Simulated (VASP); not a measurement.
Set up this calculation in VASP 6.6.1, as the native input.

```yaml
Task: relaxation of cell and atoms
Functional: PBE
Dispersion: D3(BJ)
Potentials_or_basis: VASP PAW PBE potentials, release 64 (Rh_pv)
Cutoff: 600 eV
k_mesh: 18 × 18 × 18
Occupations: gaussian, width 0.1 eV
Spin: no spin polarisation
Dipole_correction: no
Further_INCAR_settings: ALGO = Normal; EDIFF = 1e-06; IBRION = 2; EDIFFG = -0.005; NSW = 70; ISIF = 3
```

The structure of Rh lies in POSCAR:

```
Rh
1.0
    0.0000000000      1.9149890286      1.9149890286
    1.9149890286      0.0000000000      1.9149890286
    1.9149890286      1.9149890286      0.0000000000
Rh
1
Direct
    0.0000000000      0.0000000000      0.0000000000
```

One way to write it, as run:

INCAR

```
ALGO = Normal
EDIFF = 1E-6
EDIFFG = -0.005
ENCUT = 600
GGA = PE
IBRION = 2
ISIF = 3
ISMEAR = 0
IVDW = 12
LASPH = True
LCHARG = False
LREAL = False
LWAVE = False
NELM = 100
NSW = 70
PREC = Accurate
SIGMA = 0.1
```

KPOINTS

```
k-points
0
Gamma
  18 18 18
```

Potentials or basis: VASP PAW PBE potentials, release 64 (Rh_pv).

Command:

```console
$ cat potpaw_PBE.64/Rh_pv/POTCAR > POTCAR
$ mpirun -np 1 vasp_std > vasp.out
```

Results of the run:

```
Relaxed volume                         : 13.64 Å³/atom
Relaxed cell                           : a = 2.682 Å, b = 2.682 Å, c = 2.682 Å, α = 60.00°, β = 60.00°, γ = 60.00°
Space group after relaxing (to 0.05 Å) : Fm-3m (No. 225)
Energy gained by relaxing              : 9.9 meV/atom
Ionic steps                            : 6
Pressure after relaxing                : 0.0 GPa
Dispersion energy per atom             : -0.652 eV
```

Caveat: pairwise dispersion overbinds metals, which lowers pressure and volume.

Wall time 35 s on 1 thread of Intel(R) Xeon(R) 6975P-C (Granite Rapids), on a shared host, peak memory 0.18 GiB.
